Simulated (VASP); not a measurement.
Input of a VASP 6.6.1 run:

File INCAR:

```
PREC = Accurate ; ENCUT = 520
EDIFF = 1E-6 ; ISMEAR = 0
SIGMA = 0.1 ; LREAL = False
LASPH = True ; NELM = 100
ALGO = Normal ; ISIF = 2
LWAVE = False ; LCHARG = False
LDIPOL = True ; IDIPOL = 3
DIPOL = 0.5 0.5 0.500 ; IBRION = 2
NSW = 70 ; EDIFFG = -0.03
```

File KPOINTS:

```
Automatic mesh
0
Gamma
  9 9 1
```

The input POSCAR:

```
Ta
1.0
    3.2528501152      0.0000000000      0.0000000000
    0.0000000000      3.2528501152      0.0000000000
    0.0000000000      0.0000000000     18.8792751727
Ta
4
Selective dynamics
Direct
    0.5000000000      0.5000000000      0.3707769465  F F F
    0.0000000000      0.0000000000      0.4569256488  F F F
    0.5000000000      0.5000000000      0.5430743512  T T T
    0.0000000000      0.0000000000      0.6292230535  T T T
```

Potentials or basis: VASP PAW LDA potentials, release 64 (Ta_pv).

The run is started by

```sh
$ cat potpaw_LDA.64/Ta_pv/POTCAR > POTCAR
$ mpirun -np 1 vasp_std > vasp.out
```

Q: What does it give for the energy gained by relaxing?

A: 18.9 meV/atom.

Q: What does it give for the band gap on the k mesh?

A: Zero (bands 22 and 23 overlap by 0.39 eV).

The path:
```csv
step,energy change (eV),largest force on free atoms (eV/Å),pressure (GPa)
1,0.0000,0.9471,-4.64
2,-0.0439,0.5636,-4.09
3,-0.0553,0.3864,-3.56
4,-0.0644,0.3168,-3.32
5,-0.0748,0.1238,-2.68
6,-0.0754,0.0406,-2.82
7,-0.0755,0.0033,-2.78
```

Caveat: spin-orbit coupling is left out, which moves the levels of the heavy elements.
